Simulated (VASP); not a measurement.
A run of VASP 6.6.1:

Contents of INCAR:

```
PREC     = Accurate       # precision mode
ENCUT    = 500            # plane-wave cutoff, eV
EDIFF    = 1E-6           # SCF threshold, eV
ISMEAR   = 0              # smearing method
SIGMA    = 0.15           # smearing width, eV
LREAL    = False          # projectors in reciprocal space
LASPH    = True           # aspherical terms in the spheres
NELM     = 200            # most SCF steps
ALGO     = Normal         # electronic algorithm
ISIF     = 2              # what is computed and relaxed
LWAVE    = False          # write WAVECAR
LCHARG   = True           # write CHGCAR
ISPIN    = 2              # spin polarisation
MAGMOM   = 0 0 0.375      # initial moments
LORBIT   = 11             # projections on sites
NUPDOWN  = 0.375          # fixed moment
LMAXMIX  = 4              # l up to which the mixer works
GGA      = PE             # functional
LELF     = True           # ELF
LVHAR    = True         
NBANDS   = 22             # bands
GGA_COMPAT= False
```

Contents of KPOINTS:

```
Automatic mesh
0
Gamma
  12 12 8
```

The input POSCAR:

```
Te2Pt
1.0
    4.1991571964      0.0000000000      0.0000000000
   -2.0995785982      3.6365768066      0.0000000000
    0.0000000000      0.0000000000      5.5341790286
Te Pt
2 1
Direct
    0.3333333333      0.6666666667      0.2528728645
    0.6666666667      0.3333333333      0.7471271355
    0.0000000000      0.0000000000      0.0000000000
```

Potentials or basis: VASP PAW PBE potentials, release 64 (Te, Pt).

The run is started by

```console
$ cat potpaw_PBE.64/Te/POTCAR potpaw_PBE.64/Pt/POTCAR > POTCAR
$ mpirun -np 1 vasp_std > vasp.out
```

Hardware: 1 thread of Intel(R) Xeon(R) Platinum 8488C (Sapphire Rapids), with other jobs on the host.

Problem. How long does it take, and how much memory?

Solution. Run time: 5.9 min on 1 thread of Intel(R) Xeon(R) Platinum 8488C (Sapphire Rapids), with other jobs on the host, peak memory 0.48 GiB. Counts: scf iterations 15, k points 131.
